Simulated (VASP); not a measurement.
Set up this calculation in VASP 6.6.1, as the native input.

```yaml
Task: single point
Functional: PBEsol
Potentials_or_basis: VASP PAW PBE potentials, release 64 (In_d, As)
Cutoff: 520 eV
k_mesh: 8 × 8 × 8
Occupations: gaussian, width 0.05 eV
Spin: no spin polarisation
Dipole_correction: no
Further_INCAR_settings: ALGO = Normal; EDIFF = 1e-06; NBANDS = 16
```

The structure of InAs lies in POSCAR:

```
InAs
1.0
    0.0000000000      2.8773040000      2.8773040000
    2.8773040000      0.0000000000      2.8773040000
    2.8773040000      2.8773040000      0.0000000000
In As
1 1
Direct
    0.5000000000      0.5000000000      0.5000000000
    0.0000000000      0.0000000000      0.0000000000
```

The input as run:

INCAR

```
SYSTEM = InAs
PREC     = Accurate       ! precision mode
ENCUT    = 520            ! plane-wave cutoff, eV
EDIFF    = 1E-6           ! SCF threshold, eV
ISMEAR   = 0              ! smearing method
SIGMA    = 0.05           ! smearing width, eV
LREAL    = .FALSE.        ! projectors in reciprocal space
LASPH    = .TRUE.         ! aspherical terms in the spheres
NELM     = 60             ! most SCF steps
ALGO     = Normal         ! electronic algorithm
ISIF     = 2              ! what is computed and relaxed
LWAVE    = .FALSE.        ! write WAVECAR
LCHARG   = .FALSE.        ! write CHGCAR
GGA      = PS             ! functional
NBANDS   = 16             ! bands
```

KPOINTS

```
regular mesh
0
G
  8 8 8
  0 0 0
```

Potentials or basis: VASP PAW PBE potentials, release 64 (In_d, As).

Command:

```bash
$ cat potpaw_PBE.64/In_d/POTCAR potpaw_PBE.64/As/POTCAR > POTCAR
$ mpirun -np 1 vasp_std > vasp.out
```

It gave:

* Pressure: -3.2 GPa
* Band gap on the k mesh: zero (band 9 reaches 6.12 eV, above the bottom of band 10 at 3.53 eV)

Caveat: the PAW data sets were made with another functional, which shifts forces and pressure a little; spin-orbit coupling is left out, which moves the levels of the heavy elements.

Wall time 23 s on 1 thread of Intel(R) Xeon(R) Platinum 8259CL CPU @ 2.50GHz (Skylake/Cascade Lake), with other jobs on the host, peak memory 0.17 GiB.
